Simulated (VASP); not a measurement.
Crystal: MnAg2.

```
Mn Ag
1.0
     0.00000    2.94385    2.94385
     2.94385    0.00000    2.94385
     2.94385    2.94385    0.00000
Mn Ag
1 2
Direct
  0.00000 0.00000 0.00000
  0.25000 0.25000 0.25000
  0.75000 0.75000 0.75000
```

| Quantity | Value |
| --- | --- |
| Program | VASP 6.6.1 |
| Task | relaxation of cell and atoms |
| Functional | PBE |
| Potentials or basis | VASP PAW PBE potentials, release 64 (Mn_pv, Ag) |
| Cutoff | 600 eV |
| k mesh | 6 × 6 × 6 |
| Occupations | gaussian, width 0.1 eV |
| Spin | collinear spin, ferromagnetic start |
| Starting moments | [3.97, 0.0, 0.0] μB |

At the start: pressure 16.6 GPa; volume 17.01 Å³/atom.

Question: How do energy, volume and symmetry change on relaxing?

Answer: Over 3 steps the energy falls by 148.4 meV/atom and the volume is 20.31 Å³/atom (+19.4 %); space group Fm-3m (No. 225, to 0.05 Å); moment 4.31 μB per cell.

The path:
| step | energy change (eV) | largest force (eV/Å) | pressure (GPa) | volume (Å³) |
| --- | --- | --- | --- | --- |
| 1 | 0.0000 | 0.0000 | 16.64 | 51.02 |
| 2 | -0.3932 | 0.0000 | -3.56 | 65.22 |
| 3 | -0.4451 | 0.0000 | 0.00 | 60.93 |

Final structure:
```xyz
3
Lattice="0.0000 3.1233 3.1233 3.1233 0.0000 3.1233 3.1233 3.1233 0.0000" Properties=species:S:1:pos:R:3 pbc="T T T"
Mn    0.0000    0.0000    0.0000
Ag    1.5616    1.5616    1.5616
Ag    4.6849    4.6849    4.6849
```

Caveat: the volume moved by over 15 % at a fixed basis, so the end points are rough.
